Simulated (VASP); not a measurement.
Wanted: the native input for a VASP 6.6.1 run.

```yaml
Task: relaxation of the atoms
Functional: LDA
Potentials_or_basis: VASP PAW LDA potentials, release 64 (Si, P)
Cutoff: 520 eV
k_mesh: 1 × 1 × 1
Occupations: gaussian, width 0.02 eV
Spin: collinear spin
Dipole_correction: no
Further_INCAR_settings: LREAL = Auto; ALGO = Normal; EDIFF = 1e-06; IBRION = 2; EDIFFG = -0.03; NSW = 80
```

The structure of Si62P (a cell with a defect) lies in POSCAR:

```
Si62P
1.0
   10.8600000000      0.0000000000      0.0000000000
    0.0000000000     10.8600000000      0.0000000000
    0.0000000000      0.0000000000     10.8600000000
Si P
62 1
Direct
    0.4989472000      0.0003866000      0.0000915000
    0.7471468000      0.2523712000      0.0010314000
    0.8724291000      0.3781949000      0.1266920000
    0.8760816000      0.1191106000      0.3766592000
    0.0017648000      0.0022298000      0.0008947000
    0.1260191000      0.1277932000      0.1264749000
    0.2463778000      0.2503382000     -0.0011176000
    0.3769494000      0.3768563000      0.1275527000
    0.5030850000      0.4995227000      0.0023369000
    0.6240216000      0.6264637000      0.1218781000
    0.7501220000      0.7498922000      0.0027498000
    0.8726975000      0.8743641000      0.1229314000
    0.2474882000     -0.0057883000      0.2537065000
    0.3727857000      0.1256437000      0.3762039000
    0.5034235000      0.2473888000      0.2490220000
    0.6227485000      0.3733516000      0.3699156000
    0.7507808000      0.4991554000      0.2508180000
    0.8769235000      0.6304552000      0.3774751000
    0.4991274000     -0.0020796000      0.5010838000
    0.6237468000      0.1240186000      0.6257140000
    0.7526334000      0.2464777000      0.5007167000
    0.8748940000      0.3777590000      0.6265036000
    0.7490880000     -0.0016669000      0.7506656000
    0.8771886000      0.1230298000      0.8729568000
   -0.0025483000      0.5029842000      0.0015963000
    0.1226115000      0.6248494000      0.1229238000
    0.2462946000      0.7441250000     -0.0019652000
    0.3747955000      0.8751971000      0.1246189000
    0.0041088000      0.2527670000      0.2464190000
    0.1267142000      0.3771130000      0.3776448000
    0.2506311000      0.5006908000      0.2502171000
    0.3726403000      0.6240332000      0.3736598000
    0.5023101000      0.7511879000      0.2505898000
    0.6244385000      0.8757716000      0.3794248000
   -0.0003258000      0.0001885000      0.4992748000
    0.1322249000      0.1285166000      0.6295058000
    0.2495644000      0.2460557000      0.4993977000
    0.3786186000      0.3751574000      0.6260748000
    0.5016737000      0.4990622000      0.5005179000
    0.6281907000      0.6231923000      0.6243393000
    0.7465162000      0.7461752000      0.5026673000
    0.8744660000      0.8754066000      0.6269538000
    0.2485501000     -0.0021375000      0.7465043000
    0.3731562000      0.1230878000      0.8729212000
    0.4995347000      0.2502082000      0.7548138000
    0.6220897000      0.3732656000      0.8795846000
    0.7446060000      0.4970609000      0.7504614000
    0.8778334000      0.6266013000      0.8727339000
    0.0013066000      0.7513634000      0.2510698000
    0.1259539000      0.8729941000      0.3736263000
    0.0004365000      0.4993878000      0.4995342000
    0.1270048000      0.6219965000      0.6300155000
    0.2513863000      0.7484789000      0.4994354000
    0.3721560000      0.8724285000      0.6258069000
    0.0012404000      0.2481261000      0.7526007000
    0.1253905000      0.3748505000      0.8725867000
    0.2505873000      0.4981905000      0.7484571000
    0.3783118000      0.6230401000      0.8738904000
    0.4987283000      0.7466306000      0.7476128000
    0.6253784000      0.8719281000      0.8710238000
   -0.0022109000      0.7498635000      0.7536650000
    0.1209449000      0.8747694000      0.8728070000
    0.6209872000      0.1266979000      0.1198149000
```

These files were run (other wordings do the same):

INCAR

```
SYSTEM = Si62P
  PREC = Accurate
  ENCUT = 520
  EDIFF = 1E-6
  ISMEAR = 0
  SIGMA = 0.02
  LREAL = Auto
  LASPH = .True.
  NELM = 150
  ALGO = Normal
  ISIF = 2
  LWAVE = .False.
  LCHARG = .False.
  ISPIN = 2
  MAGMOM = 0 0 0 0 0 0 0 0 0 0 0 0 0 0 0 0 0 0 0 0 0 0 0 0 0 0 0 0 0 0 0 0 0 0 0 0 0 0 0 0 0 0 0 0 0 0 0 0 0 0 0 0 0 0 0 0 0 0 0 0 0 0 1
  LORBIT = 11
  GGA = CA
  IBRION = 2
  NSW = 80
  EDIFFG = -0.03
  LUSENCCL = .False.
```

KPOINTS

```
regular mesh
0
Gamma
  1 1 1
  0 0 0
```

Potentials or basis: VASP PAW LDA potentials, release 64 (Si, P).

Command:

```console
$ cat potpaw_LDA.64/Si/POTCAR potpaw_LDA.64/P/POTCAR > POTCAR
$ mpirun -np 1 vasp_gam > vasp.out
```

Results of the run:

```
Energy gained by relaxing                             : 14.3 meV/atom
Ionic steps                                           : 16
Pressure after relaxing                               : -1.4 GPa
Largest force after relaxing                          : 0.025 eV/Å
Net moment                                            : 1.00 μB per cell
Site moments                                          : Si +0.00, +0.01, +0.03, -0.00, +0.08 (each value once); P +0.00 μB
Valence electrons inside the program's atomic spheres : Si 1.68, 1.71, 1.65, 1.70, 1.69, 1.66, 1.72 (each value once); P 2.52
```

Caveat: the k points lie up to 0.58 Å⁻¹ apart.

Wall time 8.1 min on 1 × NVIDIA H100 80GB with 1 thread of AMD EPYC 7R13 Processor (Zen 3) (shared host), peak memory 1.9 GiB.
